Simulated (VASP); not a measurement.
# CuI (Marshite) (F-43m) in VASP: a series of runs

The runs below take CuI (Marshite) through single point, with PBE.

All numbers are computed with VASP 6.6.1; they aren't measurements. Logs are shortened: lines on timing, memory, paths and dates and some standing lists are left out, and cuts for length are marked.

### Step 1. The cell of the first run

It takes space group F-43m (No. 216, cubic). The conventional cell has a = 5.954 Å, b = 5.954 Å, c = 5.954 Å, α = 90.00°, β = 90.00°, γ = 90.00°. Cu (site symmetry -43m) has 4 I at 2.58 Å within 3.4 Å. Within 3.4 Å of I (site symmetry -43m) lie 4 Cu at 2.58 Å.

### Step 2. Single point, PBE (volume scaled by 0.94)

File INCAR:

```
ALGO = Normal ; EDIFF = 1E-6
ENCUT = 520 ; GGA = PE
ISIF = 2 ; ISMEAR = 0
LASPH = True ; LCHARG = True
LELF = True ; LREAL = False
LVHAR = True ; LWAVE = False
NBANDS = 16 ; NELM = 100
PREC = Accurate ; SIGMA = 0.02
```

File KPOINTS:

```
k-points
0
Gamma
  8 8 8
```

File POSCAR:

```
CuI
1.0
    0.0000000000      2.9769655232      2.9769655232
    2.9769655232      0.0000000000      2.9769655232
    2.9769655232      2.9769655232      0.0000000000
Cu I
1 1
Direct
    0.2500000000      0.2500000000      0.2500000000
    0.0000000000      0.0000000000      0.0000000000
```

Potentials or basis: VASP PAW PBE potentials, release 64 (Cu, I).

Started as:

```sh
$ cat potpaw_PBE.64/Cu/POTCAR potpaw_PBE.64/I/POTCAR > POTCAR
$ mpirun -np 1 vasp_std > vasp.out
```

OUTCAR:

```text
EDIFF = 1E-6
   ENCUT = 520
   GGA = PE
   ISIF = 2
   ISMEAR = 0
   LASPH = True
   LREAL = False
   NELM = 100
   PREC = Accurate

 ion  position               nearest neighbor table
   1  0.250  0.250  0.250-   2 2.58   2 2.58   2 2.58   2 2.58
   2  0.000  0.000  0.000-   1 2.58   1 2.58   1 2.58   1 2.58

  LATTYP: Found a face centered cubic cell.
 ALAT       =     5.9539310464

  Lattice vectors:

 A1 = (   0.0000000000,   2.9769655232,   2.9769655232)
 A2 = (   2.9769655232,   0.0000000000,   2.9769655232)
 A3 = (   2.9769655232,   2.9769655232,   0.0000000000)

Analysis of symmetry for initial positions (statically):
=====================================================================
 Subroutine PRICEL returns:
 Original cell was already a primitive cell.

 Routine SETGRP: Setting up the symmetry group for a
 face centered cubic supercell.

 Subroutine GETGRP returns: Found 24 space group operations
 (whereof 24 operations were pure point group operations)
 out of a pool of 48 trial point group operations.

The static configuration has the point symmetry T_d .

Analysis of symmetry for dynamics (positions and initial velocities):
=====================================================================
 Subroutine PRICEL returns:
 Original cell was already a primitive cell.

 Routine SETGRP: Setting up the symmetry group for a
 face centered cubic supercell.

 Subroutine GETGRP returns: Found 24 space group operations
 (whereof 24 operations were pure point group operations)
 out of a pool of 48 trial point group operations.

The dynamic configuration has the point symmetry T_d .

 Subroutine INISYM returns: Found 24 space group operations
 (whereof 24 operations are pure point group operations),
 and found     1 'primitive' translations

----------------------------------------------------------------------------------------

                                     Primitive cell

  volume of cell :      52.7657

  direct lattice vectors                    reciprocal lattice vectors
     0.000000000  2.976965523  2.976965523    -0.167956262  0.167956262  0.167956262
     2.976965523  0.000000000  2.976965523     0.167956262 -0.167956262  0.167956262
     2.976965523  2.976965523  0.000000000     0.167956262  0.167956262 -0.167956262

  length of vectors
     4.210065018  4.210065018  4.210065018     0.290908778  0.290908778  0.290908778

[... 79 lines left out ...]
   NELM   =    100;   NELMIN=  2; NELMDL= -5     # of ELM steps
   EDIFF  = 0.1E-05   stopping-criterion for ELM
   LREAL  =      F    real-space projection
   EDIFFG = 0.1E-04   stopping-criterion for IOM
   NSW    =      0    number of steps for IOM
   IBRION =     -1    ionic relax: 0-MD 1-quasi-New 2-CG
   NFREE  =      0    steps in history (QN), initial steepest desc. (CG)
   ISIF   =      2    stress and relaxation
   ISYM   =      2    0-nonsym 1-usesym 2-fastsym
   POTIM  = 0.5000    time-step for ionic-motion
   TEBEG  =    0.0;   TEEND  =   0.0 temperature during run
   PSTRESS=    0.0 pullay stress
   NELECT =      18.0000    total number of electrons
   NUPDOWN=      -1.0000    fix difference up-down
   EMIN   =  10.00;   EMAX   =-10.00  energy-range for DOS
   EFERMI =   0.00;   METHOD = LEGACY
   ISMEAR =     0;   SIGMA  =   0.02  broadening in eV -4-tet -1-fermi 0-gaus
   EFERMI_NEDOS =   21; number of points for ismear=-14 and -15
   IALGO  =     38    algorithm
   IMIX   =      4    mixing-type and parameters
     AMIX     =   0.40;   BMIX     =  1.00
     AMIX_MAG =   1.60;   BMIX_MAG =  1.00
  volume/ion in A,a.u.               =      26.38       178.04
  Fermi-wavevector in a.u.,A,eV,Ry     =   1.143884  2.161627 17.802813  1.308470
  Thomas-Fermi vector in A             =   2.280577
   LORBIT       =      0    0 simple, 1 ext, 2 COOP (PROOUT), +10 PAW based schemes
   GGA     = PE    functional components
   LHFCALC =     F    Hartree Fock is set to
   AEXX    =    0.0000 exact exchange contribution
   IVDW    =     0    specifies the selected vdW correction
   LEPSILON=     F    determine dielectric tensor
   LRPA    =     F    only Hartree local field effects (RPA)
 non-spin polarized calculation
 Gauss-broadening in eV      SIGMA  =   0.02
  energy-cutoff  :      520.00
  volume of cell :       52.77
 maximum number of plane-waves:      1433
   NGX = 15   NGY = 15   NGZ = 15

 number of electron      17.9999997 magnetization

 Free energy of the ion-electron system (eV)
  ---------------------------------------------------
  ext. energy  EPLUGINS =         0.00000000
  ---------------------------------------------------
  free energy    TOTEN  =        -5.53266495 eV

  energy without entropy =       -5.53266495  energy(sigma->0) =       -5.53266495

 E-fermi :   5.1633     XC(G=0):  -9.1918

 val. band max:        5.0356840116   @ k =   0.0000   0.0000   0.0000
 cond. band min:       6.3304746641   @ k =   0.0000   0.0000   0.0000
 fundamental gap:      1.2947906525
 Fermi energy:         5.1632622448

 k-point     1 :       0.0000    0.0000    0.0000
  band No.  band energies     occupation
      1      -9.2710      2.00000
      2       1.1426      2.00000
      3       1.1426      2.00000
      4       1.1426      2.00000
      5       2.9496      2.00000
      6       2.9496      2.00000
[... 433 lines left out ...]
      3       0.5915      2.00000
      4       1.1361      2.00000
      5       2.8778      2.00000
      6       2.9611      2.00000
[... 8 lines left out ...]
     15      15.9001      0.00000
     16      16.5266      0.00000

 [... further k-points ...]

------------------------ aborting loop because EDIFF is reached ----------------------------------------

  FORCE on cell =-STRESS in cart. coord.  units (eV):
  Direction    XX          YY          ZZ          XY          YZ          ZX
  --------------------------------------------------------------------------------------
  -------------------------------------------------------------------------------------
  Total        0.9427609      0.9427609      0.9427609      0.0000000      0.0000000      0.0000000
  in kB       28.6260054     28.6260054     28.6260054      0.0000000      0.0000000      0.0000000
  external PRESSURE =      28.6260054 kB  Pullay stress =       0.0000000 kB

 VOLUME and BASIS-vectors are now :
 -----------------------------------------------------------------------------
  energy-cutoff  :      520.00
  volume of cell :       52.77
      direct lattice vectors                 reciprocal lattice vectors
     0.000000000  2.976965523  2.976965523    -0.167956262  0.167956262  0.167956262
     2.976965523  0.000000000  2.976965523     0.167956262 -0.167956262  0.167956262
     2.976965523  2.976965523  0.000000000     0.167956262  0.167956262 -0.167956262

 POSITION                                       TOTAL-FORCE (eV/Angst)
 -----------------------------------------------------------------------------------
      1.48848      1.48848      1.48848        -0.000000     -0.000000     -0.000000
      0.00000      0.00000      0.00000         0.000000      0.000000      0.000000
 -----------------------------------------------------------------------------------
    total drift:                                0.000001      0.000001      0.000001

  FREE ENERGIE OF THE ION-ELECTRON SYSTEM (eV)
  ---------------------------------------------------
  free  energy   TOTEN  =        -5.5326649529 eV

  energy  without entropy=       -5.5326649529  energy(sigma->0) =       -5.53266495
```

stdout:

```text
POSCAR found type information on POSCAR CuI
 POSCAR found :  2 types and       2 ions
 scaLAPACK will be used
 LDA part: xc-table for (Slater+PW92), standard interpolation
 POSCAR, INCAR and KPOINTS ok, starting setup
 FFT: planning ... GRIDC
 FFT: planning ... GRID_SOFT
 FFT: planning ... GRID
 WAVECAR not read
 entering main loop
```

Wall time 20 s (1 thread of Intel Xeon Platinum 8259CL at 2.50GHz (Skylake/Cascade Lake), shared host); peak memory 0.18 GiB.

Results:

| Property | Result |
| --- | --- |
| Free energy | -5.5327 eV |
| Pressure | 2.9 GPa |
| Band gap on the k mesh | 1.29 eV, direct |

Caveat: the cell differs from its parent crystal (volume scaled by 0.94); spin-orbit coupling is left out, which moves the levels of the heavy elements.

### Step 3. Single point, PBE

This run uses another cell than the first one, of 27.86 Å³/atom, 1.056 times its volume.

File INCAR:

```
SYSTEM = CuI
  ALGO = Normal
  EDIFF = 1E-6
  ENCUT = 520
  GGA = PE
  ISIF = 2
  ISMEAR = 0
  LASPH = .True.
  LCHARG = .False.
  LREAL = .False.
  LWAVE = .False.
  NBANDS = 16
  NELM = 80
  PREC = Accurate
  SIGMA = 0.02
```

File KPOINTS:

```
k-points
0
Gamma
  8 8 8
  0 0 0
```

File POSCAR:

```
CuI
1.0
    0.0000000000      3.0315000000      3.0315000000
    3.0315000000      0.0000000000      3.0315000000
    3.0315000000      3.0315000000      0.0000000000
Cu I
1 1
Direct
    0.2500000000      0.2500000000      0.2500000000
    0.0000000000      0.0000000000      0.0000000000
```

Potentials or basis: VASP PAW PBE potentials, release 64 (Cu, I).

Started as:

```sh
$ cat potpaw_PBE.64/Cu/POTCAR potpaw_PBE.64/I/POTCAR > POTCAR
$ mpirun -np 1 vasp_std > vasp.out
```

Wall time 19 s (1 thread of Intel Xeon Platinum 8259CL at 2.50GHz (Skylake/Cascade Lake), shared host); peak memory 0.18 GiB.

Results (log left out):

* Free energy: -5.5620 eV
* Pressure: 0.3 GPa
* Band gap on the k mesh: 1.14 eV, direct

Levels at points of the mesh, in eV from the valence-band top:
| k point | band 6 | band 7 | band 8 | band 9 | band 10 | band 11 | band 12 | band 13 |
| --- | --- | --- | --- | --- | --- | --- | --- | --- |
| (0.00, 0.00, 0.00) | -1.85 | 0.00 | 0.00 | 0.00 | 1.14 | 4.87 | 4.87 | 4.87 |
| (0.50, 0.00, 0.00) | -1.82 | -1.78 | -0.71 | -0.71 | 2.16 | 5.41 | 5.41 | 7.40 |
| (0.50, 0.50, 0.00) | -1.79 | -1.76 | -1.50 | -1.50 | 2.72 | 2.91 | 9.19 | 9.76 |

Caveat: spin-orbit coupling is left out, which moves the levels of the heavy elements. Expect the measured gap to be larger: semilocal functionals such as PBE lack the derivative discontinuity.

### Step 4. Single point, PBE (volume scaled by 0.97)

File INCAR:

```
  PREC = Accurate
  ENCUT = 520
  EDIFF = 1E-6
  ISMEAR = 0
  SIGMA = 0.02
  LREAL = F
  LASPH = T
  NELM = 80
  ALGO = Normal
  ISIF = 2
  LWAVE = F
  LCHARG = F
  GGA = PE
  NBANDS = 16
```

File KPOINTS:

```
Automatic mesh
0
Gamma
  8 8 8
```

File POSCAR:

```
CuI
1.0
    0.0000000000      3.0083043053      3.0083043053
    3.0083043053      0.0000000000      3.0083043053
    3.0083043053      3.0083043053      0.0000000000
Cu I
1 1
Direct
    0.2500000000      0.2500000000      0.2500000000
    0.0000000000      0.0000000000      0.0000000000
```

Potentials or basis: VASP PAW PBE potentials, release 64 (Cu, I).

Started as:

```sh
$ cat potpaw_PBE.64/Cu/POTCAR potpaw_PBE.64/I/POTCAR > POTCAR
$ mpirun -np 1 vasp_std > vasp.out
```

OUTCAR:

```text
PREC = Accurate
   ENCUT = 520
   EDIFF = 1E-6
   ISMEAR = 0
   LREAL = F
   LASPH = T
   NELM = 80
   ISIF = 2
   GGA = PE

 ion  position               nearest neighbor table
   1  0.250  0.250  0.250-   2 2.61   2 2.61   2 2.61   2 2.61
   2  0.000  0.000  0.000-   1 2.61   1 2.61   1 2.61   1 2.61

  LATTYP: Found a face centered cubic cell.
 ALAT       =     6.0166086106

  Lattice vectors:

 A1 = (   0.0000000000,   3.0083043053,   3.0083043053)
 A2 = (   3.0083043053,   0.0000000000,   3.0083043053)
 A3 = (   3.0083043053,   3.0083043053,   0.0000000000)

Analysis of symmetry for initial positions (statically):
=====================================================================
 Subroutine PRICEL returns:
 Original cell was already a primitive cell.

 Routine SETGRP: Setting up the symmetry group for a
 face centered cubic supercell.

 Subroutine GETGRP returns: Found 24 space group operations
 (whereof 24 operations were pure point group operations)
 out of a pool of 48 trial point group operations.

The static configuration has the point symmetry T_d .

Analysis of symmetry for dynamics (positions and initial velocities):
[... 161 lines left out ...]
 val. band max:        4.6818562469   @ k =   0.0000   0.0000   0.0000
 cond. band min:       5.8874913712   @ k =   0.0000   0.0000   0.0000
 fundamental gap:      1.2056351243
 Fermi energy:         4.8031178921

 k-point     1 :       0.0000    0.0000    0.0000
  band No.  band energies     occupation
      1      -9.4506      2.00000
      2       0.9385      2.00000
      3       0.9385      2.00000
      4       0.9385      2.00000
      5       2.7347      2.00000
      6       2.7347      2.00000
[... 433 lines left out ...]
      3       0.3942      2.00000
      4       0.9199      2.00000
      5       2.6676      2.00000
      6       2.7461      2.00000
[... 8 lines left out ...]
     15      15.4812      0.00000
     16      16.0641      0.00000

 [... further k-points ...]

------------------------ aborting loop because EDIFF is reached ----------------------------------------

  FORCE on cell =-STRESS in cart. coord.  units (eV):
  Direction    XX          YY          ZZ          XY          YZ          ZX
  --------------------------------------------------------------------------------------
  -------------------------------------------------------------------------------------
  Total        0.4409113      0.4409113      0.4409113      0.0000000      0.0000000      0.0000000
  in kB       12.9737809     12.9737809     12.9737809      0.0000000      0.0000000      0.0000000
  external PRESSURE =      12.9737809 kB  Pullay stress =       0.0000000 kB

 VOLUME and BASIS-vectors are now :
 -----------------------------------------------------------------------------
  energy-cutoff  :      520.00
  volume of cell :       54.45
      direct lattice vectors                 reciprocal lattice vectors
     0.000000000  3.008304305  3.008304305    -0.166206590  0.166206590  0.166206590
     3.008304305  0.000000000  3.008304305     0.166206590 -0.166206590  0.166206590
     3.008304305  3.008304305  0.000000000     0.166206590  0.166206590 -0.166206590

 POSITION                                       TOTAL-FORCE (eV/Angst)
 -----------------------------------------------------------------------------------
      1.50415      1.50415      1.50415        -0.000000     -0.000000     -0.000000
      0.00000      0.00000      0.00000         0.000000      0.000000      0.000000
 -----------------------------------------------------------------------------------
    total drift:                                0.000001      0.000001      0.000001

  FREE ENERGIE OF THE ION-ELECTRON SYSTEM (eV)
  ---------------------------------------------------
  free  energy   TOTEN  =        -5.5551188488 eV

  energy  without entropy=       -5.5551188488  energy(sigma->0) =       -5.55511885
```

OSZICAR:

```text
N       E                     dE             d eps       ncg     rms          rms(c)
DAV:   1     0.941218282233E+02    0.94122E+02   -0.76856E+03   928   0.122E+03
DAV:   2     0.159723718813E+00   -0.93962E+02   -0.84963E+02  1024   0.225E+02
DAV:   3    -0.561509373506E+01   -0.57748E+01   -0.57080E+01  1184   0.601E+01
DAV:   4    -0.577716130817E+01   -0.16207E+00   -0.16198E+00  1104   0.957E+00
DAV:   5    -0.578649165988E+01   -0.93304E-02   -0.93301E-02  1432   0.256E+00    0.545E+00
DAV:   6    -0.570835409234E+01    0.78138E-01   -0.27939E+00   960   0.454E+01    0.350E+00
DAV:   7    -0.555615273203E+01    0.15220E+00   -0.67266E-01  1008   0.272E+01    0.173E+00
DAV:   8    -0.555725948171E+01   -0.11067E-02   -0.35247E-02  1432   0.259E+00    0.468E-01
DAV:   9    -0.555493776315E+01    0.23217E-02   -0.88462E-03  1200   0.278E+00    0.137E-01
DAV:  10    -0.555510983925E+01   -0.17208E-03   -0.56811E-04  1144   0.170E-01    0.441E-02
DAV:  11    -0.555511875721E+01   -0.89180E-05   -0.17494E-04  1128   0.373E-01    0.295E-02
DAV:  12    -0.555511981224E+01   -0.10550E-05   -0.15819E-05  1432   0.375E-02    0.233E-02
DAV:  13    -0.555511816513E+01    0.16471E-05   -0.43213E-06  1176   0.649E-02    0.610E-03
DAV:  14    -0.555511884885E+01   -0.68372E-06   -0.29935E-06  1192   0.363E-02
   1 F= -.55551188E+01 E0= -.55551188E+01  d E =-.716268E-20
```

stdout:

```text
POSCAR found type information on POSCAR CuI
 POSCAR found :  2 types and       2 ions
 scaLAPACK will be used
 LDA part: xc-table for (Slater+PW92), standard interpolation
 POSCAR, INCAR and KPOINTS ok, starting setup
 FFT: planning ... GRIDC
 FFT: planning ... GRID_SOFT
 FFT: planning ... GRID
 WAVECAR not read
 entering main loop
```

Run time: 20 s. Hardware: 1 thread of Intel Xeon Platinum 8259CL at 2.50GHz (Skylake/Cascade Lake), shared host; peak memory 0.18 GiB.

Results:

- Free energy: -5.5551 eV
- Pressure: 1.3 GPa
- Band gap on the k mesh: 1.21 eV, direct

Levels at points of the mesh, in eV from the valence-band top:
```
           k point  band 5  band 6  band 7  band 8  band 9  band 10  band 11  band 12  band 13  band 14
(0.00, 0.00, 0.00)   -1.95   -1.95    0.00    0.00    0.00     1.21     4.85     4.85     4.85     8.21
(0.50, 0.00, 0.00)   -1.92   -1.92   -1.87   -0.74   -0.74     2.18     5.39     5.39     7.44     9.21
(0.50, 0.50, 0.00)   -1.98   -1.89   -1.86   -1.58   -1.58     2.67     2.89     9.35     9.88     9.88
```

Caveat: the cell differs from its parent crystal (volume scaled by 0.97); spin-orbit coupling is left out, which moves the levels of the heavy elements.

(Continued in part 2 of 2.)
